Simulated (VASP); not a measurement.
HfB2, 3 atoms in the cell. It takes space group P6/mmm (No. 191, hexagonal). Conventional cell: a = 3.140 Å, b = 3.140 Å, c = 3.480 Å, α = 90.00°, β = 90.00°, γ = 120.00°. Hf (site symmetry 6/mmm) has 12 B at 2.51 Å and 6 Hf at 3.14 Å within 3.3 Å. B (site symmetry -6m2) has 3 B at 1.81 Å within 2.4 Å. 

```yaml
Program: VASP 6.6.1
Task: single point
Functional: PBE
Dispersion: D4
Potentials_or_basis: VASP PAW PBE potentials, release 64 (Hf_pv, B)
Cutoff: 500 eV
k_mesh: 10 × 10 × 8
Occupations: fermi-dirac, width 0.05 eV
Spin: no spin polarisation
Hubbard_terms: Hf d U = 8.0 eV
Dipole_correction: no
Further_INCAR_settings: ALGO = Normal; EDIFF = 1e-06; NBANDS = 15
```

Potentials or basis: VASP PAW PBE potentials, release 64 (Hf_pv, B).

Command:

```console
$ cat potpaw_PBE.64/Hf_pv/POTCAR potpaw_PBE.64/B/POTCAR > POTCAR
$ mpirun -np 1 vasp_std > vasp.out
```

Hardware: 1 thread of Intel(R) Xeon(R) 6975P-C (Granite Rapids), on a shared host.

Estimate the wall time of this run.

It took 10 s on 1 thread of Intel(R) Xeon(R) 6975P-C (Granite Rapids), with other jobs on the host, peak memory 0.16 GiB. Counts: scf iterations 13, k points 70.
